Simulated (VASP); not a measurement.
# Rb3Ag (Pm-3m) in VASP: single point with PBE

Aim: the single point of Rb3Ag with PBE.

Everything below comes from runs of VASP 6.6.1. Logs are shortened: lines on timing, memory, paths and dates and some standing lists are left out, and cuts for length are marked.

### Step 1. The cell of the first run

It takes space group Pm-3m (No. 221, cubic). Conventional cell: a = 6.136 Å, b = 6.136 Å, c = 6.136 Å, α = 90.00°, β = 90.00°, γ = 90.00°. Within 5.7 Å of Rb (site symmetry 4/mmm) lie 8 Rb at 4.34 Å and 4 Ag at 4.34 Å. Within 5.7 Å of Ag (site symmetry m-3m) lie 12 Rb at 4.34 Å.

### Step 2. Single point, PBE

Input file INCAR:

```
SYSTEM = Rb3Ag
PREC = Accurate
ENCUT = 520
EDIFF = 1E-6
ISMEAR = -1
SIGMA = 0.1
LREAL = .False.
LASPH = .True.
NELM = 100
ALGO = Normal
ISIF = 2
LWAVE = .False.
LCHARG = .False.
GGA = PE
NBANDS = 27
```

Input file KPOINTS:

```
regular mesh
0
Gamma
  4 4 4
  0 0 0
```

Input file POSCAR:

```
Rb3Ag
1.0
    6.1361480000      0.0000000000      0.0000000000
    0.0000000000      6.1361480000      0.0000000000
    0.0000000000      0.0000000000      6.1361480000
Rb Ag
3 1
Direct
    0.0000000000      0.5000000000      0.5000000000
    0.5000000000      0.0000000000      0.5000000000
    0.5000000000      0.5000000000      0.0000000000
    0.0000000000      0.0000000000      0.0000000000
```

Potentials or basis: VASP PAW PBE potentials, release 64 (Rb_sv, Ag).

Started as:

```sh
$ cat potpaw_PBE.64/Rb_sv/POTCAR potpaw_PBE.64/Ag/POTCAR > POTCAR
$ mpirun -np 1 vasp_std > vasp.out
```

OUTCAR:

```text
SYSTEM = Rb3Ag
   PREC = Accurate
   ENCUT = 520
   EDIFF = 1E-6
   ISMEAR = -1
   LREAL = .False.
   LASPH = .True.
   NELM = 100
   ISIF = 2
   GGA = PE

 ion  position               nearest neighbor table
   1  0.000  0.500  0.500-   2 4.34   3 4.34   4 4.34   3 4.34   4 4.34   2 4.34   4 4.34   4 4.34
                             2 4.34   3 4.34   3 4.34   2 4.34
   2  0.500  0.000  0.500-   1 4.34   3 4.34   4 4.34   3 4.34   4 4.34   1 4.34   3 4.34   3 4.34
                             1 4.34   4 4.34   4 4.34   1 4.34
   3  0.500  0.500  0.000-   1 4.34   2 4.34   4 4.34   1 4.34   2 4.34   2 4.34   4 4.34   2 4.34
                             1 4.34   4 4.34   1 4.34   4 4.34
   4  0.000  0.000  0.000-   1 4.34   2 4.34   3 4.34   1 4.34   2 4.34   1 4.34   3 4.34   1 4.34
                             2 4.34   3 4.34   2 4.34   3 4.34

  LATTYP: Found a simple cubic cell.
 ALAT       =     6.1361480000

  Lattice vectors:

 A1 = (   6.1361480000,   0.0000000000,   0.0000000000)
 A2 = (   0.0000000000,   6.1361480000,   0.0000000000)
 A3 = (   0.0000000000,   0.0000000000,   6.1361480000)

Analysis of symmetry for initial positions (statically):
=====================================================================
 Subroutine PRICEL returns:
 Original cell was already a primitive cell.

 Routine SETGRP: Setting up the symmetry group for a
 simple cubic supercell.

 Subroutine GETGRP returns: Found 48 space group operations
 (whereof 48 operations were pure point group operations)
 out of a pool of 48 trial point group operations.

The static configuration has the point symmetry O_h .

Analysis of symmetry for dynamics (positions and initial velocities):
=====================================================================
 Subroutine PRICEL returns:
 Original cell was already a primitive cell.

 Routine SETGRP: Setting up the symmetry group for a
 simple cubic supercell.

 Subroutine GETGRP returns: Found 48 space group operations
 (whereof 48 operations were pure point group operations)
 out of a pool of 48 trial point group operations.

The dynamic configuration has the point symmetry O_h .

 Subroutine INISYM returns: Found 48 space group operations
 (whereof 48 operations are pure point group operations),
 and found     1 'primitive' translations

----------------------------------------------------------------------------------------

                                     Primitive cell

  volume of cell :     231.0402

  direct lattice vectors                    reciprocal lattice vectors
     6.136148000  0.000000000  0.000000000     0.162968690  0.000000000  0.000000000
     0.000000000  6.136148000  0.000000000     0.000000000  0.162968690  0.000000000
     0.000000000  0.000000000  6.136148000     0.000000000  0.000000000  0.162968690

  length of vectors
     6.136148000  6.136148000  6.136148000     0.162968690  0.162968690  0.162968690

  position of ions in fractional coordinates (direct lattice)
     0.000000000  0.500000000  0.500000000
     0.500000000  0.000000000  0.500000000
     0.500000000  0.500000000  0.000000000
     0.000000000  0.000000000  0.000000000

  ion indices of the primitive-cell ions
   primitive index   ion index
                 1           1
                 2           2
                 3           3
                 4           4

----------------------------------------------------------------------------------------

 KPOINTS: regular mesh

Automatic generation of k-mesh.
 Grid dimensions read from file:
 generate k-points for:    4    4    4

 Generating k-lattice:

  Cartesian coordinates                     Fractional coordinates (reciprocal lattice)
     0.040742172  0.000000000  0.000000000     0.250000000  0.000000000  0.000000000
     0.000000000  0.040742172  0.000000000     0.000000000  0.250000000  0.000000000
     0.000000000  0.000000000  0.040742172     0.000000000  0.000000000  0.250000000

  Length of vectors
     0.040742172  0.040742172  0.040742172

  Shift w.r.t. Gamma in fractional coordinates (k-lattice)
     0.000000000  0.000000000  0.000000000

 Subroutine IBZKPT returns following result:
 ===========================================

 Found     10 irreducible k-points:

 Following reciprocal coordinates:
            Coordinates               Weight
  0.000000  0.000000  0.000000      1.000000
  0.250000  0.000000  0.000000      6.000000
  0.500000  0.000000  0.000000      3.000000
  0.250000  0.250000  0.000000     12.000000
  0.500000  0.250000  0.000000     12.000000
  0.500000  0.500000  0.000000      3.000000
  0.250000  0.250000  0.250000      8.000000
  0.500000  0.250000  0.250000     12.000000
  0.500000  0.500000  0.250000      6.000000
  0.500000  0.500000  0.500000      1.000000
   k-points           NKPTS =     10   k-points in BZ     NKDIM =     10   number of bands    NBANDS=     27
   number of dos      NEDOS =    301   number of ions     NIONS =      4
   total plane-waves  NPLWV = 110592
   dimension x,y,z NGX =    48 NGY =   48 NGZ =   48
   dimension x,y,z NGXF=    96 NGYF=   96 NGZF=   96
   ions per type =               3   1
   NGX,Y,Z   is equivalent  to a cutoff of  13.00, 13.00, 13.00 a.u.
   NGXF,Y,Z  is equivalent  to a cutoff of  26.01, 26.01, 26.01 a.u.
 SYSTEM =  Rb3Ag
   PREC   = accura    normal or accurate (medium, high low for compatibility)
   ISTART =      0    job   : 0-new  1-cont  2-samecut
   ICHARG =      2    charge: 1-file 2-atom 10-const
   ISPIN  =      1    spin polarized calculation?
   LNONCOLLINEAR =      F non collinear calculations
   LSORBIT =      F    spin-orbit coupling
   LASPH  =      T    aspherical Exc in radial PAW
   ENCUT  =  520.0 eV  38.22 Ry    6.18 a.u.  11.41 11.41 11.41*2*pi/ulx,y,z
   NELM   =    100;   NELMIN=  2; NELMDL= -5     # of ELM steps
   EDIFF  = 0.1E-05   stopping-criterion for ELM
   LREAL  =      F    real-space projection
   EDIFFG = 0.1E-04   stopping-criterion for IOM
   NSW    =      0    number of steps for IOM
   IBRION =     -1    ionic relax: 0-MD 1-quasi-New 2-CG
   NFREE  =      0    steps in history (QN), initial steepest desc. (CG)
   ISIF   =      2    stress and relaxation
   ISYM   =      2    0-nonsym 1-usesym 2-fastsym
   POTIM  = 0.5000    time-step for ionic-motion
   TEBEG  =    0.0;   TEEND  =   0.0 temperature during run
   PSTRESS=    0.0 pullay stress
   NELECT =      38.0000    total number of electrons
   NUPDOWN=      -1.0000    fix difference up-down
   EMIN   =  10.00;   EMAX   =-10.00  energy-range for DOS
   EFERMI =   0.00;   METHOD = LEGACY
   ISMEAR =    -1;   SIGMA  =   0.10  broadening in eV -4-tet -1-fermi 0-gaus
   EFERMI_NEDOS =   21; number of points for ismear=-14 and -15
   IALGO  =     38    algorithm
   IMIX   =      4    mixing-type and parameters
     AMIX     =   0.40;   BMIX     =  1.00
     AMIX_MAG =   1.60;   BMIX_MAG =  1.00
  volume/ion in A,a.u.               =      57.76       389.78
  Fermi-wavevector in a.u.,A,eV,Ry     =   0.896961  1.695010 10.946417  0.804539
  Thomas-Fermi vector in A             =   2.019485
   LORBIT       =      0    0 simple, 1 ext, 2 COOP (PROOUT), +10 PAW based schemes
   GGA     = PE    functional components
   LHFCALC =     F    Hartree Fock is set to
   AEXX    =    0.0000 exact exchange contribution
   IVDW    =     0    specifies the selected vdW correction
   LEPSILON=     F    determine dielectric tensor
   LRPA    =     F    only Hartree local field effects (RPA)
 non-spin polarized calculation
  energy-cutoff  :      520.00
  volume of cell :      231.04
 maximum number of plane-waves:      6239
 NGX is ok and might be reduce to    48
   NGX = 23   NGY = 23   NGZ = 23

 number of electron      37.9999994 magnetization

 Free energy of the ion-electron system (eV)
  ---------------------------------------------------
  ext. energy  EPLUGINS =         0.00000000
  ---------------------------------------------------
  free energy    TOTEN  =        -5.05042604 eV

  energy without entropy =       -4.99455292  energy(sigma->0) =       -5.02248948

 E-fermi :   1.0619     XC(G=0):  -6.5752

 val. band max:        0.8643105638   @ k =   0.5000   0.5000   0.0000
 cond. band min:       1.1432143972   @ k =   0.5000   0.5000   0.2500
 fundamental gap:      0.2789038335
 Fermi energy:         1.0619352621

 k-point     1 :       0.0000    0.0000    0.0000
  band No.  band energies     occupation
      1     -27.8022      2.00000
      2     -27.7724      2.00000
      3     -27.7724      2.00000
      4     -12.0285      2.00000
      5     -12.0285      2.00000
      6     -12.0285      2.00000
[... 19 lines left out ...]
     26       3.4281      0.00000
     27       3.4281      0.00000

 k-point     2 :       0.2500    0.0000    0.0000
  band No.  band energies     occupation
      1     -27.7984      2.00000
      2     -27.7762      2.00000
      3     -27.7724      2.00000
      4     -12.0081      2.00000
      5     -12.0081      2.00000
      6     -11.9956      2.00000
[... 19 lines left out ...]
     26       3.6377      0.00000
     27       3.8176      0.00000

 k-point     3 :       0.5000    0.0000    0.0000
  band No.  band energies     occupation
      1     -27.7922      2.00000
      2     -27.7823      2.00000
      3     -27.7723      2.00000
      4     -11.9813      2.00000
      5     -11.9813      2.00000
      6     -11.9151      2.00000
[... 19 lines left out ...]
     26       3.7898      0.00000
     27       3.7898      0.00000

 k-point     4 :       0.2500    0.2500    0.0000
  band No.  band energies     occupation
      1     -27.7950      2.00000
      2     -27.7773      2.00000
      3     -27.7745      2.00000
      4     -12.0256      2.00000
      5     -11.9863      2.00000
      6     -11.9429      2.00000
[... 19 lines left out ...]
     26       3.9639      0.00000
     27       3.9715      0.00000

 k-point     5 :       0.5000    0.2500    0.0000
  band No.  band energies     occupation
      1     -27.7893      2.00000
      2     -27.7823      2.00000
      3     -27.7752      2.00000
      4     -12.0117      2.00000
      5     -11.9577      2.00000
      6     -11.9557      2.00000
[... 19 lines left out ...]
     26       4.0712      0.00000
     27       4.5222      0.00000

 k-point     6 :       0.5000    0.5000    0.0000
  band No.  band energies     occupation
      1     -27.7822      2.00000
      2     -27.7822      2.00000
      3     -27.7822      2.00000
      4     -12.0319      2.00000
      5     -11.9896      2.00000
      6     -11.9073      2.00000
[... 19 lines left out ...]
     26       4.2343      0.00000
     27       4.2344      0.00000

 k-point     7 :       0.2500    0.2500    0.2500
  band No.  band energies     occupation
      1     -27.7922      2.00000
      2     -27.7773      2.00000
      3     -27.7773      2.00000
      4     -12.0611      2.00000
      5     -11.9449      2.00000
      6     -11.9449      2.00000
[... 19 lines left out ...]
     26       4.1624      0.00000
     27       4.1624      0.00000

 k-point     8 :       0.5000    0.2500    0.2500
  band No.  band energies     occupation
      1     -27.7872      2.00000
      2     -27.7822      2.00000
      3     -27.7772      2.00000
      4     -12.0703      2.00000
      5     -11.9619      2.00000
      6     -11.9484      2.00000
[... 19 lines left out ...]
     26       4.3464      0.00000
     27       4.4512      0.00000

 k-point     9 :       0.5000    0.5000    0.2500
  band No.  band energies     occupation
      1     -27.7822      2.00000
      2     -27.7822      2.00000
      3     -27.7822      2.00000
      4     -12.1010      2.00000
      5     -11.9887      2.00000
      6     -11.9542      2.00000
[... 19 lines left out ...]
     26       4.7473      0.00000
     27       4.7473      0.00000

 k-point    10 :       0.5000    0.5000    0.5000
  band No.  band energies     occupation
      1     -27.7822      2.00000
      2     -27.7822      2.00000
      3     -27.7822      2.00000
      4     -12.1443      2.00000
      5     -11.9879      2.00000
      6     -11.9879      2.00000
[... 19 lines left out ...]
     26       5.0349      0.00000
     27       5.0349      0.00000

------------------------ aborting loop because EDIFF is reached ----------------------------------------

  FORCE on cell =-STRESS in cart. coord.  units (eV):
  Direction    XX          YY          ZZ          XY          YZ          ZX
  --------------------------------------------------------------------------------------
  -------------------------------------------------------------------------------------
  Total       -0.0078847     -0.0078847     -0.0078847     -0.0000000     -0.0000000     -0.0000000
  in kB       -0.0546772     -0.0546772     -0.0546772     -0.0000000     -0.0000000     -0.0000000
  external PRESSURE =      -0.0546772 kB  Pullay stress =       0.0000000 kB

 VOLUME and BASIS-vectors are now :
 -----------------------------------------------------------------------------
  energy-cutoff  :      520.00
  volume of cell :      231.04
      direct lattice vectors                 reciprocal lattice vectors
     6.136148000  0.000000000  0.000000000     0.162968690  0.000000000  0.000000000
     0.000000000  6.136148000  0.000000000     0.000000000  0.162968690  0.000000000
     0.000000000  0.000000000  6.136148000     0.000000000  0.000000000  0.162968690

 POSITION                                       TOTAL-FORCE (eV/Angst)
 -----------------------------------------------------------------------------------
      0.00000      3.06807      3.06807         0.000000      0.000000      0.000000
      3.06807      0.00000      3.06807         0.000000      0.000000      0.000000
      3.06807      3.06807      0.00000         0.000000      0.000000      0.000000
      0.00000      0.00000      0.00000         0.000000      0.000000      0.000000
 -----------------------------------------------------------------------------------
    total drift:                                0.000000     -0.000000     -0.000000

  FREE ENERGIE OF THE ION-ELECTRON SYSTEM (eV)
  ---------------------------------------------------
  free  energy   TOTEN  =        -5.0504260358 eV

  energy  without entropy=       -4.9945529195  energy(sigma->0) =       -5.02248948
```

Wall time 38 s (1 thread of Intel Xeon Platinum 8375C at 2.90GHz (Ice Lake), shared host); peak memory 0.33 GiB.

Results:

- Free energy: -5.0504 eV
- Pressure: 0.0 GPa
- Band gap on the k mesh: zero (bands 19 and 20 overlap by 0.93 eV)

The gap in the log of VASP goes by the Fermi energy; the results here count the filled bands.